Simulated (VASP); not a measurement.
A run of VASP 6.6.1:

File INCAR:

```
PREC = Accurate
ENCUT = 600
EDIFF = 1E-6
ISMEAR = 0
SIGMA = 0.1
LREAL = False
LASPH = True
NELM = 60
ALGO = Normal
ISIF = 3
LWAVE = False
LCHARG = False
GGA = PE
IBRION = 2
NSW = 90
EDIFFG = -0.04
```

File KPOINTS:

```
Automatic mesh
0
Gamma
  6 6 2
```

File POSCAR:

```
Sc3W
1.0
    2.9645799200      0.0000000000      0.0000000000
   -1.4822899600      2.5674015200      0.0000000000
    0.0000000000      0.0000000000      8.9118428800
Sc W
3 1
Direct
    0.6666666700      0.3333333300      0.5000000000
    0.3333333300      0.6666666700      0.2567962400
    0.3333333300      0.6666666700      0.7432037600
    0.6666666700      0.3333333300      0.0000000000
```

Potentials or basis: VASP PAW PBE potentials, release 64 (Sc_sv, W_sv).

Command:

```bash
$ cat potpaw_PBE.64/Sc_sv/POTCAR potpaw_PBE.64/W_sv/POTCAR > POTCAR
$ mpirun -np 1 vasp_std > vasp.out
```

Hardware: 1 thread of Intel(R) Xeon(R) Platinum 8259CL CPU @ 2.50GHz (Skylake/Cascade Lake) (shared host).

Problem. How long does it take, and how much memory?

Solution. Wall time 3.8 min on 1 thread of Intel(R) Xeon(R) Platinum 8259CL CPU @ 2.50GHz (Skylake/Cascade Lake) (shared host), peak memory 0.22 GiB. Counts: scf iterations 109, k points 14, ion steps 10.
